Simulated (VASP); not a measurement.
# Zn (Im-3m) in VASP: further runs

The runs below take Zn through single point, with PBEsol+D3(BJ).

Everything below comes from runs of VASP 6.6.1. Logs are shortened: lines on timing, memory, paths and dates and some standing lists are left out, and cuts for length are marked.

## 1. The cell of the first run

It takes space group Im-3m (No. 229, cubic). Conventional cell: a = 3.138 Å, b = 3.138 Å, c = 3.138 Å, α = 90.00°, β = 90.00°, γ = 90.00°. Within 3.6 Å of Zn (site symmetry m-3m) lie 14 Zn at 2.72 to 3.14 Å.

## 2. Single point, PBEsol+D3(BJ)

INCAR reads:

```
SYSTEM = Zn
PREC     = Accurate       ! precision mode
ENCUT    = 520            ! plane-wave cutoff, eV
EDIFF    = 1E-7           ! SCF threshold, eV
ISMEAR   = -1             ! smearing method
SIGMA    = 0.25           ! smearing width, eV
LREAL    = .False.        ! projectors in reciprocal space
LASPH    = .True.         ! aspherical terms in the spheres
NELM     = 80             ! most SCF steps
ALGO     = Normal         ! electronic algorithm
ISIF     = 2              ! what is computed and relaxed
LWAVE    = .False.        ! write WAVECAR
LCHARG   = .True.         ! write CHGCAR
GGA      = PS             ! functional
IVDW     = 12             ! dispersion correction
LELF     = .True.         ! ELF
LVHAR    = .True.       
NBANDS   = 12             ! bands
```

KPOINTS reads:

```
Automatic mesh
0
Gamma
  11 11 11
  0 0 0
```

POSCAR reads:

```
Zn
1.0
   -1.5690370000      1.5690370000      1.5690370000
    1.5690370000     -1.5690370000      1.5690370000
    1.5690370000      1.5690370000     -1.5690370000
Zn
1
Direct
    0.0000000000      0.0000000000      0.0000000000
```

Potentials or basis: VASP PAW PBE potentials, release 64 (Zn).

Started as:

```sh
cat potpaw_PBE.64/Zn/POTCAR > POTCAR
mpirun -np 1 vasp_std > vasp.out
```

OUTCAR:

```text
SYSTEM = Zn
   PREC = Accurate
   ENCUT = 520
   EDIFF = 1E-7
   ISMEAR = -1
   LREAL = .False.
   LASPH = .True.
   NELM = 80
   ISIF = 2
   GGA = PS
   IVDW = 12
 IVDW          = 12

 ion  position               nearest neighbor table
   1  0.000  0.000  0.000-

  LATTYP: Found a body centered cubic cell.
 ALAT       =     3.1380740000

  Lattice vectors:

 A1 = (  -1.5690370000,   1.5690370000,   1.5690370000)
 A2 = (   1.5690370000,  -1.5690370000,   1.5690370000)
 A3 = (   1.5690370000,   1.5690370000,  -1.5690370000)

Analysis of symmetry for initial positions (statically):
=====================================================================
 Subroutine PRICEL returns:
 Original cell was already a primitive cell.

 Routine SETGRP: Setting up the symmetry group for a
 body centered cubic supercell.

 Subroutine GETGRP returns: Found 48 space group operations
 (whereof 48 operations were pure point group operations)
 out of a pool of 48 trial point group operations.

The static configuration has the point symmetry O_h .

Analysis of symmetry for dynamics (positions and initial velocities):
=====================================================================
 Subroutine PRICEL returns:
 Original cell was already a primitive cell.

 Routine SETGRP: Setting up the symmetry group for a
 body centered cubic supercell.

 Subroutine GETGRP returns: Found 48 space group operations
 (whereof 48 operations were pure point group operations)
 out of a pool of 48 trial point group operations.

The dynamic configuration has the point symmetry O_h .

 Subroutine INISYM returns: Found 48 space group operations
 (whereof 48 operations are pure point group operations),
 and found     1 'primitive' translations

----------------------------------------------------------------------------------------

                                     Primitive cell

  volume of cell :      15.4511

  direct lattice vectors                    reciprocal lattice vectors
    -1.569037000  1.569037000  1.569037000     0.000000000  0.318666800  0.318666800
     1.569037000 -1.569037000  1.569037000     0.318666800  0.000000000  0.318666800
     1.569037000  1.569037000 -1.569037000     0.318666800  0.318666800  0.000000000

  length of vectors
     2.717651803  2.717651803  2.717651803     0.450662911  0.450662911  0.450662911

[... 83 lines left out ...]
   NFREE  =      0    steps in history (QN), initial steepest desc. (CG)
   ISIF   =      2    stress and relaxation
   ISYM   =      2    0-nonsym 1-usesym 2-fastsym
   POTIM  = 0.5000    time-step for ionic-motion
   TEBEG  =    0.0;   TEEND  =   0.0 temperature during run
   PSTRESS=    0.0 pullay stress
   NELECT =      12.0000    total number of electrons
   NUPDOWN=      -1.0000    fix difference up-down
   EMIN   =  10.00;   EMAX   =-10.00  energy-range for DOS
   EFERMI =   0.00;   METHOD = LEGACY
   ISMEAR =    -1;   SIGMA  =   0.25  broadening in eV -4-tet -1-fermi 0-gaus
   EFERMI_NEDOS =   21; number of points for ismear=-14 and -15
   IALGO  =     38    algorithm
   IMIX   =      4    mixing-type and parameters
     AMIX     =   0.40;   BMIX     =  1.00
     AMIX_MAG =   1.60;   BMIX_MAG =  1.00
  volume/ion in A,a.u.               =      15.45       104.27
  Fermi-wavevector in a.u.,A,eV,Ry     =   1.504811  2.843681 30.809811  2.264457
  Thomas-Fermi vector in A             =   2.615742
   LORBIT       =      0    0 simple, 1 ext, 2 COOP (PROOUT), +10 PAW based schemes
   GGA     = PS    functional components
   LHFCALC =     F    Hartree Fock is set to
   AEXX    =    0.0000 exact exchange contribution
   IVDW    =    12    specifies the selected vdW correction
   LEPSILON=     F    determine dielectric tensor
   LRPA    =     F    only Hartree local field effects (RPA)
 non-spin polarized calculation
  energy-cutoff  :      520.00
  volume of cell :       15.45
 maximum number of plane-waves:       429
   NGX = 11   NGY = 11   NGZ = 11

 number of electron      12.0000023 magnetization

 Free energy of the ion-electron system (eV)
  ---------------------------------------------------
  ext. energy  EPLUGINS =         0.00000000
  ---------------------------------------------------
  free energy    TOTEN  =        -1.50859356 eV

  energy without entropy =       -1.44390120  energy(sigma->0) =       -1.47624738

 E-fermi :   2.8794     XC(G=0): -11.6310

 val. band max:        2.8231568569   @ k =   0.4545   0.0000   0.0000
 cond. band min:       3.0371374647   @ k =  -0.4545   0.4545   0.0909
 fundamental gap:      0.2139806078
 Fermi energy:         2.8794128689

 k-point     1 :       0.0000    0.0000    0.0000
  band No.  band energies     occupation
      1      -7.4358      2.00000
      2      -4.8105      2.00000
      3      -4.8105      2.00000
      4      -4.8105      2.00000
      5      -4.3089      2.00000
      6      -4.3089      2.00000
      7      21.8434      0.00000
      8      21.8434      0.00000
      9      21.8434      0.00000
     10      23.6373      0.00000
     11      23.6373      0.00000
     12      23.6373      0.00000
[... 331 lines left out ...]
 k-point    24 :       0.3636    0.1818    0.0909
  band No.  band energies     occupation
      1      -5.1747      2.00000
      2      -5.0437      2.00000
      3      -4.5070      2.00000
      4      -4.3011      2.00000
      5      -4.2605      2.00000
      6       2.0364      1.93363
      7       2.7513      1.25070
      8       8.0000      0.00000
      9      10.8109      0.00000
     10      25.1148      0.00000
     11      27.8122      0.00000
     12      29.9286      0.00000

 [... further k-points ...]

------------------------ aborting loop because EDIFF is reached ----------------------------------------

 Edisp (eV)   -0.35336

 E8    (eV) :    -0.2282

  FORCE on cell =-STRESS in cart. coord.  units (eV):
  Direction    XX          YY          ZZ          XY          YZ          ZX
  --------------------------------------------------------------------------------------
  -------------------------------------------------------------------------------------
  Total      -0.83384    -0.83384    -0.83384     0.00000     0.00000    -0.00000
  in kB     -86.46411   -86.46411   -86.46411     0.00000     0.00000    -0.00000
  external pressure =      -86.46 kB  Pullay stress =        0.00 kB

 VOLUME and BASIS-vectors are now :
 -----------------------------------------------------------------------------
  energy-cutoff  :      520.00
  volume of cell :       15.45
      direct lattice vectors                 reciprocal lattice vectors
    -1.569037000  1.569037000  1.569037000     0.000000000  0.318666800  0.318666800
     1.569037000 -1.569037000  1.569037000     0.318666800  0.000000000  0.318666800
     1.569037000  1.569037000 -1.569037000     0.318666800  0.318666800  0.000000000

 POSITION                                       TOTAL-FORCE (eV/Angst)
 -----------------------------------------------------------------------------------
      0.00000      0.00000      0.00000         0.000000      0.000000      0.000000
 -----------------------------------------------------------------------------------
    total drift:                                0.000000     -0.000000      0.000000

  FREE ENERGIE OF THE ION-ELECTRON SYSTEM (eV)
  ---------------------------------------------------
  free  energy   TOTEN  =        -1.8619506093 eV

  energy  without entropy=       -1.7972582453  energy(sigma->0) =       -1.82960443
```

OSZICAR:

```text
N       E                     dE             d eps       ncg     rms          rms(c)
DAV:   1     0.428303952643E+02    0.42830E+02   -0.65168E+03  1384   0.156E+03
DAV:   2    -0.243577688645E+00   -0.43074E+02   -0.40009E+02  1396   0.214E+02
DAV:   3    -0.163705931498E+01   -0.13935E+01   -0.13913E+01  1604   0.389E+01
DAV:   4    -0.164034942127E+01   -0.32901E-02   -0.32900E-02  1484   0.185E+00
DAV:   5    -0.164035194647E+01   -0.25252E-05   -0.25248E-05  1564   0.496E-02    0.281E+00
DAV:   6    -0.151824442477E+01    0.12211E+00   -0.66747E-01  1492   0.165E+01    0.213E+00
DAV:   7    -0.151163799015E+01    0.66064E-02   -0.13144E-02  1480   0.225E+00    0.108E+00
DAV:   8    -0.150860034554E+01    0.30376E-02   -0.11561E-03  1756   0.467E-01    0.315E-02
DAV:   9    -0.150859401075E+01    0.63348E-05   -0.10043E-04  2012   0.160E-01    0.238E-02
DAV:  10    -0.150859362334E+01    0.38741E-06   -0.83698E-06  1436   0.493E-02    0.132E-03
DAV:  11    -0.150859356095E+01    0.62395E-07   -0.96827E-08  1028   0.497E-03
   1 F= -.18619506E+01 E0= -.18296044E+01  d E =-.646924E-01
```

Run time: 6.7 s. Hardware: 1 thread of Intel Xeon Platinum 8259CL at 2.50GHz (Skylake/Cascade Lake), shared host; peak memory 0.13 GiB.

Results:

```yaml
Free_energy: -1.8620 eV
Pressure: -8.6 GPa
Band_gap_on_the_k_mesh: zero (band 6 reaches 5.95 eV, above the bottom of band 7 at 2.03 eV)
Dispersion_energy_per_atom: -0.353 eV
```

Caveat: three body term missing; the PAW data sets were made with another functional, which shifts forces and pressure a little; pairwise dispersion overbinds metals, which lowers pressure and volume.

## 3. Single point, PBEsol+D3(BJ)

INCAR reads:

```
  ALGO = Normal
  EDIFF = 1E-7
  ENCUT = 520
  GGA = PS
  ISIF = 2
  ISMEAR = -1
  IVDW = 12
  LASPH = T
  LCHARG = T
  LELF = T
  LREAL = F
  LVHAR = T
  LWAVE = F
  NBANDS = 12
  NELM = 100
  PREC = Accurate
  SIGMA = 0.15
```

KPOINTS reads:

```
k-points
0
Gamma
  11 11 11
```

POSCAR is that of step 2.

Potentials or basis: VASP PAW PBE potentials, release 64 (Zn).

Started as:

```sh
cat potpaw_PBE.64/Zn/POTCAR > POTCAR
mpirun -np 1 vasp_std > vasp.out
```

OUTCAR:

```text
EDIFF = 1E-7
   ENCUT = 520
   GGA = PS
   ISIF = 2
   ISMEAR = -1
   IVDW = 12
   LASPH = T
   LREAL = F
   NELM = 100
   PREC = Accurate
 IVDW          = 12

 ion  position               nearest neighbor table
   1  0.000  0.000  0.000-

  LATTYP: Found a body centered cubic cell.
 ALAT       =     3.1380740000

  Lattice vectors:

 A1 = (  -1.5690370000,   1.5690370000,   1.5690370000)
[... 537 lines left out ...]
     10      25.1141      0.00000
     11      27.8115      0.00000
     12      29.9281      0.00000

 [... further k-points ...]

------------------------ aborting loop because EDIFF is reached ----------------------------------------

 Edisp (eV)   -0.35336

 E8    (eV) :    -0.2282

  FORCE on cell =-STRESS in cart. coord.  units (eV):
  Direction    XX          YY          ZZ          XY          YZ          ZX
  --------------------------------------------------------------------------------------
  -------------------------------------------------------------------------------------
  Total      -0.87061    -0.87061    -0.87061     0.00000     0.00000     0.00000
  in kB     -90.27628   -90.27628   -90.27628     0.00000     0.00000     0.00000
  external pressure =      -90.28 kB  Pullay stress =        0.00 kB

 VOLUME and BASIS-vectors are now :
 -----------------------------------------------------------------------------
  energy-cutoff  :      520.00
  volume of cell :       15.45
      direct lattice vectors                 reciprocal lattice vectors
    -1.569037000  1.569037000  1.569037000     0.000000000  0.318666800  0.318666800
     1.569037000 -1.569037000  1.569037000     0.318666800  0.000000000  0.318666800
     1.569037000  1.569037000 -1.569037000     0.318666800  0.318666800  0.000000000

 POSITION                                       TOTAL-FORCE (eV/Angst)
 -----------------------------------------------------------------------------------
      0.00000      0.00000      0.00000        -0.000000      0.000000      0.000000
 -----------------------------------------------------------------------------------
    total drift:                                0.000000     -0.000000      0.000000

  FREE ENERGIE OF THE ION-ELECTRON SYSTEM (eV)
  ---------------------------------------------------
  free  energy   TOTEN  =        -1.8412503594 eV

  energy  without entropy=       -1.8181611665  energy(sigma->0) =       -1.82970576
```

OSZICAR:

```text
N       E                     dE             d eps       ncg     rms          rms(c)
DAV:   1     0.428576757847E+02    0.42858E+02   -0.65168E+03  1384   0.156E+03
DAV:   2    -0.223309311639E+00   -0.43081E+02   -0.39998E+02  1396   0.214E+02
DAV:   3    -0.161669584558E+01   -0.13934E+01   -0.13914E+01  1604   0.389E+01
DAV:   4    -0.161998468988E+01   -0.32888E-02   -0.32888E-02  1484   0.185E+00
DAV:   5    -0.161998721471E+01   -0.25248E-05   -0.25244E-05  1564   0.496E-02    0.280E+00
DAV:   6    -0.149755648997E+01    0.12243E+00   -0.66737E-01  1492   0.165E+01    0.212E+00
DAV:   7    -0.149095010264E+01    0.66064E-02   -0.13001E-02  1472   0.224E+00    0.108E+00
DAV:   8    -0.148789969483E+01    0.30504E-02   -0.11669E-03  1756   0.470E-01    0.318E-02
DAV:   9    -0.148789368575E+01    0.60091E-05   -0.98633E-05  2012   0.158E-01    0.237E-02
DAV:  10    -0.148789337285E+01    0.31290E-06   -0.80587E-06  1440   0.483E-02    0.131E-03
DAV:  11    -0.148789331098E+01    0.61865E-07   -0.92616E-08  1012   0.490E-03
   1 F= -.18412504E+01 E0= -.18297058E+01  d E =-.230892E-01
```

stdout:

```text
POSCAR found type information on POSCAR Zn
 POSCAR found :  1 types and       1 ions
 scaLAPACK will be used
 -----------------------------------------------------------------------------
|                                                                             |
|                                                                             |
|     You enforced a specific xc type in the INCAR file but a different       |
|     I HOPE YOU KNOW WHAT YOU ARE DOING!                                     |
|                                                                             |
 -----------------------------------------------------------------------------

 LDA part: xc-table for (Slater+PW92), standard interpolation
 POSCAR, INCAR and KPOINTS ok, starting setup
 FFT: planning ... GRIDC
 FFT: planning ... GRID_SOFT
 FFT: planning ... GRID
 WAVECAR not read
 entering main loop
```

It took 6.8 s on 1 thread of Intel Xeon Platinum 8259CL at 2.50GHz (Skylake/Cascade Lake), shared host; peak memory 0.13 GiB.

What came out:

| Item | Value |
| --- | --- |
| Free energy | -1.8413 eV |
| Pressure | -9.0 GPa |
| Band gap on the k mesh | zero (band 6 reaches 5.95 eV, above the bottom of band 7 at 2.03 eV) |
| Dispersion energy per atom | -0.353 eV |

Caveat: three body term missing; the PAW data sets were made with another functional, which shifts forces and pressure a little; pairwise dispersion overbinds metals, which lowers pressure and volume.

## 4. Single point, PBEsol+D3(BJ)

INCAR reads:

```
PREC = Accurate ; ENCUT = 520
EDIFF = 1E-7 ; ISMEAR = -1
SIGMA = 0.1 ; LREAL = False
LASPH = True ; NELM = 60
ALGO = Normal ; ISIF = 2
LWAVE = False ; LCHARG = False
GGA = PS ; IVDW = 12
NBANDS = 12
```

KPOINTS reads:

```
regular mesh
0
Gamma
  11 11 11
```

POSCAR is that of step 3.

Started as:

```sh
cat potpaw_PBE.64/Zn/POTCAR > POTCAR
mpirun -np 1 vasp_std > vasp.out
```

Run time: 6.6 s. Hardware: 1 thread of Intel Xeon Platinum 8259CL at 2.50GHz (Skylake/Cascade Lake), shared host; peak memory 0.13 GiB.

The run converged. Its results:

```
Free energy                : -1.8350 eV
Pressure                   : -9.2 GPa
Band gap on the k mesh     : zero (band 6 reaches 5.95 eV, above the bottom of band 7 at 2.03 eV)
Dispersion energy per atom : -0.353 eV
```

Levels at points of the mesh, in eV from the Fermi level:
| k point | band 2 | band 3 | band 4 | band 5 | band 6 | band 7 | band 8 | band 9 | band 10 | band 11 |
| --- | --- | --- | --- | --- | --- | --- | --- | --- | --- | --- |
| (0.00, 0.00, 0.00) | -7.69 | -7.69 | -7.69 | -7.19 | -7.19 | 18.97 | 18.97 | 18.97 | 20.76 | 20.76 |

Caveat: three body term missing; the PAW data sets were made with another functional, which shifts forces and pressure a little; pairwise dispersion overbinds metals, which lowers pressure and volume.

## 5. The runs side by side

```csv
smearing,gap on the mesh (eV),pressure (GPa)
fermi-dirac 0.25 eV,none,-8.6
fermi-dirac 0.15 eV,none,-9.0
fermi-dirac 0.1 eV,none,-9.2
```

Alike in all rows: task single point; level PBEsol+D3(BJ); potentials or basis VASP PAW PBE potentials, release 64 (Zn); no spin polarisation; cell as given; k mesh 11 × 11 × 11; cutoff (eV) 520.

Every run on the cell as given and a fine mesh finds a metal.

Caveats: three body term missing; the PAW data sets were made with another functional, which shifts forces and pressure a little; pairwise dispersion overbinds metals, which lowers pressure and volume.

Total energies depend on the potentials used, so only differences within one code and one set of settings carry meaning.
